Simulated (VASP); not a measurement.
Runs of VASP 6.6.1 on Ir. The structure is that of space group Fm-3m (No. 225), or close to it. The cells are those of the table. 

```csv
task,potentials or basis,cell,k mesh,cutoff (eV),second run,gap on the mesh (eV),pressure (GPa),relaxed volume (Å³/atom)
relaxation of cell and atoms,"VASP PAW PBE potentials, release 64 (Ir_sv_GW)","relaxed from a = 2.665 Å, angles 60.0°, 1 atom",10 × 10 × 10,550,valence_matched,none,-0.2,14.12
single point,"VASP PAW PBE potentials, release 64 (Ir_sv_GW)","a = 2.665 Å, angles 60.0°, 1 atom",8 × 8 × 8,550,valence_matched,none,25.3,-
single point,"VASP PAW PBE potentials, release 64 (Ir)","a = 2.718 Å, angles 60.0°, 1 atom",18 × 18 × 18,520,-,none,2.4,-
single point,"VASP PAW PBE potentials, release 64 (Ir_sv_GW)","a = 2.718 Å, angles 60.0°, 1 atom",10 × 10 × 10,550,valence_matched,none,(b),-
relaxation of cell and atoms,"VASP PAW PBE potentials, release 64 (Ir)","relaxed from a = 2.718 Å, angles 60.0°, 1 atom",18 × 18 × 18,600,-,none,0.0,(a)
```

Alike in all rows: level r2SCAN; no spin polarisation; smearing gaussian 0.1 eV.

Estimate the missing entries.

(a) 14.30; (b) -2.2.

Caveats: some runs use coarse meshes; the PAW data sets were made with another functional, which shifts forces and pressure a little; spin-orbit coupling is left out, which moves the levels of the heavy elements.

A k mesh can miss the band edges, and the runs leave out spin-orbit coupling on Ir.

A gap of «none» marks levels without a gap at the run's occupations.

The runs don't all hold the same shells in valence.
